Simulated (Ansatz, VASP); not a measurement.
**SrO: VASP beside Ansatz**

```
Sr O
1.0
     3.57695    0.00000    0.00000
    -1.78847    3.09773    0.00000
     0.00000    0.00000    6.24262
Sr O
2 2
Direct
  0.33333 0.66667 0.25000
  0.66667 0.33333 0.75000
  0.95400 0.90800 0.00000
  0.04600 0.09200 0.50000
```

Change from the starting cell: mode 6 frozen in at +0.000 Å and mode 7 at -0.285 Å (largest displacements).

Alike in both runs: task single point; functional PBE; k mesh 9 × 9 × 4; occupations gaussian, width 0.05 eV; no spin polarisation.

```csv
,VASP,Ansatz
version,VASP 6.6.1,Ansatz 0.2.0
potentials or method,"VASP PAW PBE potentials, release 64 (Sr_sv, O), cutoff 520 eV","scalar-relativistic, plane waves, PAW"
valence electrons in the cell,32,32
```

|  | VASP | Ansatz | Ansatz less VASP |
| --- | --- | --- | --- |
| gap on the k mesh at the Fermi level (eV) | 3.14 | 3.15 | +0.003 |
| least direct gap on the mesh (eV) | 3.14 | 3.15 | +0.003 |
| pressure (GPa) | 2.8 | 2.3 | -0.60 |
| traceless stress, the component that is largest in VASP (GPa) | 0.48 | 0.49 | +0.006 |
| rms of the force components (eV/Å) | 0.322 | 0.302 | -0.0204 |

Atom by atom the forces differ by 0.021 eV/Å (rms over components). With one functional, cell and mesh, what is left measures potentials, basis and numerics.
